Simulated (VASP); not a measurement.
Runs of VASP 6.6.1 on Cd. The structure is that of space group P6_3/mmc (No. 194), or close to it. The cells are those of the table. 

| cell | gap on the mesh (eV) | pressure (GPa) |
| --- | --- | --- |
| a = 3.072, b = 3.072, c = 9.816 Å, angles 90.0, 90.0, 120.0°, 4 atoms | none | (a) |
| a = 3.329, b = 3.329, c = 10.638 Å, angles 90.0, 90.0, 120.0°, 4 atoms | none | (b) |
| a = 3.206, b = 3.206, c = 10.244 Å, angles 90.0, 90.0, 120.0°, 4 atoms | none | 0.2 |
| a = 3.289, b = 3.289, c = 10.510 Å, angles 90.0, 90.0, 120.0°, 4 atoms | none | -2.3 |
| a = 3.163, b = 3.163, c = 10.105 Å, angles 90.0, 90.0, 120.0°, 4 atoms | none | 2.1 |
| a = 3.118, b = 3.118, c = 9.963 Å, angles 90.0, 90.0, 120.0°, 4 atoms | none | 4.7 |
| a = 3.248, b = 3.248, c = 10.378 Å, angles 90.0, 90.0, 120.0°, 4 atoms | none | -1.2 |

Alike in all rows: task single point; level PBE; potentials or basis VASP PAW PBE potentials, release 64 (Cd); no spin polarisation; k mesh 15 × 15 × 4; cutoff (eV) 520; smearing fermi-dirac 0.1 eV.

Question: Fill in the values left out.

Answer: (a) 8.0; (b) -3.1.

Caveats: the cell stands under pressure (at least some runs); the cell stands under tension (at least some runs).

A k mesh can miss the band edges, and the runs leave out spin-orbit coupling on Cd.

A gap of «none» marks levels without a gap at the run's occupations.
